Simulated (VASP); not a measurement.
# Ru16N in VASP: single point with PBE

Aim: the single point of Ru16N with PBE.

All numbers are computed with VASP 6.6.1; they aren't measurements. Logs are shortened: lines on timing, memory, paths and dates and some standing lists are left out, and cuts for length are marked.

## 1. The cell of the first run

The cell holds a slab with vacuum, 17 atoms: a = 5.440 Å, b = 5.440 Å, c = 21.866 Å, α = 90.00°, β = 90.00°, γ = 120.00°.

## 2. Single point, PBE

INCAR

```
SYSTEM = Ru16N
PREC = Accurate
ENCUT = 520
EDIFF = 1E-6
ISMEAR = 0
SIGMA = 0.1
LREAL = Auto
LASPH = .TRUE.
NELM = 60
ALGO = Normal
ISIF = 2
LWAVE = .FALSE.
LCHARG = .FALSE.
LDIPOL = .TRUE.
IDIPOL = 3
DIPOL = 0.5 0.5 0.342
GGA = PE
NBANDS = 128
```

KPOINTS

```
regular mesh
0
G
  6 6 1
  0 0 0
```

POSCAR

```
Ru16N
1.0
    5.4400501761      0.0000000000      0.0000000000
   -2.7200250880      4.7112216504      0.0000000000
    0.0000000000      0.0000000000     21.8659169401
Ru N
16 1
Direct
    0.3333333333      0.1666666666      0.1829331014
    0.3333333333      0.6666666666      0.1829331014
    0.8333333333      0.1666666667      0.1829331014
    0.8333333333      0.6666666666      0.1829331014
    0.1666666667      0.3333333333      0.2811857727
    0.1666666667      0.8333333333      0.2811857727
    0.6666666667      0.3333333333      0.2811857727
    0.6666666667      0.8333333333      0.2811857727
    0.3333333333      0.1666666666      0.3790822100
    0.3333333333      0.6666666666      0.3790822100
    0.8333333333      0.1666666667      0.3790822100
    0.8333333333      0.6666666666      0.3790822100
    0.1666666667      0.3333333333      0.4740673336
    0.1666666667      0.8333333333      0.4740673336
    0.6666666667      0.3333333333      0.4740673336
    0.6666666667      0.8333333333      0.4740673336
    0.3333333333      0.4166666666      0.5438915445
```

Potentials or basis: VASP PAW PBE potentials, release 64 (Ru_pv, N).

Run with:

```sh
$ cat potpaw_PBE.64/Ru_pv/POTCAR potpaw_PBE.64/N/POTCAR > POTCAR
$ mpirun -np 1 vasp_std > vasp.out
```

OUTCAR:

```text
SYSTEM = Ru16N
   PREC = Accurate
   ENCUT = 520
   EDIFF = 1E-6
   ISMEAR = 0
   LREAL = Auto
   LASPH = .TRUE.
   NELM = 60
   ISIF = 2
   GGA = PE

 ion  position               nearest neighbor table
   1  0.333  0.167  0.183-   5 2.66   6 2.66   7 2.66   3 2.72   2 2.72   2 2.72   4 2.72   4 2.72
                             3 2.72
   2  0.333  0.667  0.183-   6 2.66   5 2.66   8 2.66   3 2.72   4 2.72   4 2.72   1 2.72   1 2.72
                             3 2.72
   3  0.833  0.167  0.183-   7 2.66   5 2.66   8 2.66   4 2.72   1 2.72   2 2.72   1 2.72   2 2.72
                             4 2.72
   4  0.833  0.667  0.183-   8 2.66   7 2.66   6 2.66   3 2.72   2 2.72   2 2.72   1 2.72   1 2.72
                             3 2.72
   5  0.167  0.333  0.281-   9 2.65  10 2.65  11 2.65   1 2.66   2 2.66   3 2.66   7 2.72   7 2.72
                             6 2.72   6 2.72   8 2.72   8 2.72
   6  0.167  0.833  0.281-  10 2.65   9 2.65  12 2.65   2 2.66   1 2.66   4 2.66   8 2.72   8 2.72
                             5 2.72   5 2.72   7 2.72   7 2.72
   7  0.667  0.333  0.281-  11 2.65  12 2.65   9 2.65   3 2.66   4 2.66   1 2.66   5 2.72   5 2.72
                             8 2.72   8 2.72   6 2.72   6 2.72
   8  0.667  0.833  0.281-  12 2.65  10 2.65  11 2.65   4 2.66   2 2.66   3 2.66   6 2.72   6 2.72
                             7 2.72   7 2.72   5 2.72   5 2.72
   9  0.333  0.167  0.379-  13 2.60  14 2.60  15 2.60   5 2.65   6 2.65   7 2.65  11 2.72  10 2.72
                            10 2.72  12 2.72  12 2.72  11 2.72
  10  0.333  0.667  0.379-  14 2.60  13 2.60  16 2.60   6 2.65   5 2.65   8 2.65  11 2.72  12 2.72
                            12 2.72   9 2.72   9 2.72  11 2.72
  11  0.833  0.167  0.379-  15 2.60  13 2.60  16 2.60   7 2.65   5 2.65   8 2.65  12 2.72   9 2.72
                            10 2.72   9 2.72  10 2.72  12 2.72
  12  0.833  0.667  0.379-  16 2.60  15 2.60  14 2.60   8 2.65   7 2.65   6 2.65  11 2.72  10 2.72
                            10 2.72   9 2.72   9 2.72  11 2.72
  13  0.167  0.333  0.474-  17 1.72   9 2.60  10 2.60  11 2.60  15 2.72  15 2.72  14 2.72  14 2.72
                            16 2.72  16 2.72
  14  0.167  0.833  0.474-  10 2.60   9 2.60  12 2.60  16 2.72  16 2.72  13 2.72  13 2.72  15 2.72
                            15 2.72
  15  0.667  0.333  0.474-  11 2.60  12 2.60   9 2.60  13 2.72  13 2.72  16 2.72  16 2.72  14 2.72
                            14 2.72
  16  0.667  0.833  0.474-  12 2.60  10 2.60  11 2.60  14 2.72  14 2.72  15 2.72  15 2.72  13 2.72
                            13 2.72
  17  0.333  0.417  0.544-  13 1.72

  LATTYP: Found a hexagonal cell.
 ALAT       =     5.4400501761
 C/A-ratio  =     4.0194329523

  Lattice vectors:

 A1 = (   5.4400501761,   0.0000000000,   0.0000000000)
 A2 = (  -2.7200250880,   4.7112216504,   0.0000000000)
 A3 = (   0.0000000000,   0.0000000000,  21.8659169401)

Analysis of symmetry for initial positions (statically):
=====================================================================
[... 165 lines left out ...]
  volume/ion in A,a.u.               =      32.97       222.46
  Fermi-wavevector in a.u.,A,eV,Ry     =   1.214839  2.295712 20.079927  1.475833
  Thomas-Fermi vector in A             =   2.350245
   LORBIT       =      0    0 simple, 1 ext, 2 COOP (PROOUT), +10 PAW based schemes
   GGA     = PE    functional components
   LHFCALC =     F    Hartree Fock is set to
   AEXX    =    0.0000 exact exchange contribution
   IVDW    =     0    specifies the selected vdW correction
   LEPSILON=     F    determine dielectric tensor
   LRPA    =     F    only Hartree local field effects (RPA)
 non-spin polarized calculation
 Gauss-broadening in eV      SIGMA  =   0.10
  energy-cutoff  :      520.00
  volume of cell :      560.41
 maximum number of plane-waves:     15122
   NGX = 21   NGY = 21   NGZ = 81

 dipolmoment           0.000000      0.000000     -0.001153 electrons x Angstroem

 number of electron     229.0000079 magnetization

 dipolmoment           0.000000      0.000000      0.089625 electrons x Angstroem

 Free energy of the ion-electron system (eV)
  ---------------------------------------------------
  ext. energy  EPLUGINS =         0.00000000
  ---------------------------------------------------
  free energy    TOTEN  =      -146.72735485 eV

  energy without entropy =     -146.64332257  energy(sigma->0) =     -146.68533871

 E-fermi :   1.8784     XC(G=0):  -6.5530

 val. band max:        1.8693969756   @ k =   0.1667   0.0000   0.0000
 cond. band min:       1.8798131314   @ k =   0.1667   0.0000   0.0000
 fundamental gap:      0.0104161559
 Fermi energy:         1.8783999814

 k-point     1 :       0.0000    0.0000    0.0000
  band No.  band energies     occupation
      1     -42.2801      2.00000
      2     -41.7483      2.00000
      3     -41.7213      2.00000
      4     -41.7194      2.00000
      5     -41.7108      2.00000
      6     -41.7096      2.00000
[... 1666 lines left out ...]
    125       2.6563      0.00000
    126       2.6689      0.00000
 [bands above 126 left out]

------------------------ aborting loop because EDIFF is reached ----------------------------------------

 vacuum level on the upper side and lower side of the slab       (xc-potential included)         0.201        -0.314

  FORCE on cell =-STRESS in cart. coord.  units (eV):
  Direction    XX          YY          ZZ          XY          YZ          ZX
  --------------------------------------------------------------------------------------
  -------------------------------------------------------------------------------------
  Total       -9.8723857    -10.8178830     -1.6619606      0.8188247      1.6464961      2.8518141
  in kB      -28.2246496    -30.9277786     -4.7514611      2.3409783      4.7072489      8.1531917
  external PRESSURE =     -21.3012964 kB  Pullay stress =       0.0000000 kB

 VOLUME and BASIS-vectors are now :
 -----------------------------------------------------------------------------
  energy-cutoff  :      520.00
  volume of cell :      560.41
      direct lattice vectors                 reciprocal lattice vectors
     5.440050176  0.000000000  0.000000000     0.183821834  0.106129585  0.000000000
    -2.720025088  4.711221650  0.000000000     0.000000000  0.212259171  0.000000000
     0.000000000  0.000000000 21.865916940     0.000000000  0.000000000  0.045733275

 POSITION                                       TOTAL-FORCE (eV/Angst)
 -----------------------------------------------------------------------------------
      1.36001      0.78520      4.00000         0.006329     -0.033669      0.564909
      0.00000      3.14081      4.00000        -0.025994      0.022315      0.564909
      4.08004      0.78520      4.00000        -0.006467     -0.003734      0.526453
      2.72003      3.14081      4.00000        -0.051837     -0.029928      0.800871
      0.00000      1.57041      6.14838        -0.065866     -0.038028     -0.405816
     -1.36001      3.92602      6.14838        -0.053312     -0.030780     -0.597821
[... 9 lines left out ...]
      1.36001      3.92602     10.36592         0.038022     -0.180511      0.416473
      0.68001      1.96301     11.89269         0.893409      0.515810      0.100291
 -----------------------------------------------------------------------------------
    total drift:                                0.000222      0.000127      0.030256

  FREE ENERGIE OF THE ION-ELECTRON SYSTEM (eV)
  ---------------------------------------------------
  free  energy   TOTEN  =      -146.7273548509 eV

  energy  without entropy=     -146.6433225688  energy(sigma->0) =     -146.68533871

 vacuum level on the upper side and lower side of the slab         7.549         6.927
```

Wall time 44 min (1 thread of Intel Xeon 6975P-C (Granite Rapids), shared host); peak memory 0.91 GiB.

Results:

| Property | Result |
| --- | --- |
| Free energy | -146.7274 eV |
| Largest force | 1.322 eV/Å |
| Band gap on the k mesh | zero (an odd number of electrons rules out a gap without spin polarisation) |

Forces on the atoms (eV/Å):
```
Ru   0.006 -0.034  0.565
Ru  -0.026  0.022  0.565
Ru  -0.006 -0.004  0.526
Ru  -0.052 -0.030  0.801
Ru  -0.066 -0.038 -0.406
Ru  -0.053 -0.031 -0.598
Ru   0.070  0.090 -0.634
Ru   0.113  0.016 -0.634
Ru   0.043 -0.159 -0.463
Ru  -0.117  0.116 -0.463
Ru  -0.435 -0.251 -0.920
Ru  -0.100 -0.058 -0.331
Ru  -0.222 -0.128  1.296
Ru   0.051  0.029 -0.238
Ru  -0.137  0.123  0.416
Ru   0.038 -0.181  0.416
N    0.893  0.516  0.100
```

Levels at points of the mesh, in eV from the Fermi level:
| k point | band 113 | band 114 | band 115 | band 116 | band 117 | band 118 |
| --- | --- | --- | --- | --- | --- | --- |
| (0.00, 0.00, 0.00) | 0.77 | 0.79 | 0.92 | 0.96 | 1.11 | 1.12 |
| (0.50, 0.00, 0.00) | -0.60 | -0.50 | -0.43 | -0.15 | -0.08 | -0.07 |
| (0.00, 0.50, 0.00) | -0.59 | -0.55 | -0.27 | -0.22 | -0.14 | -0.07 |
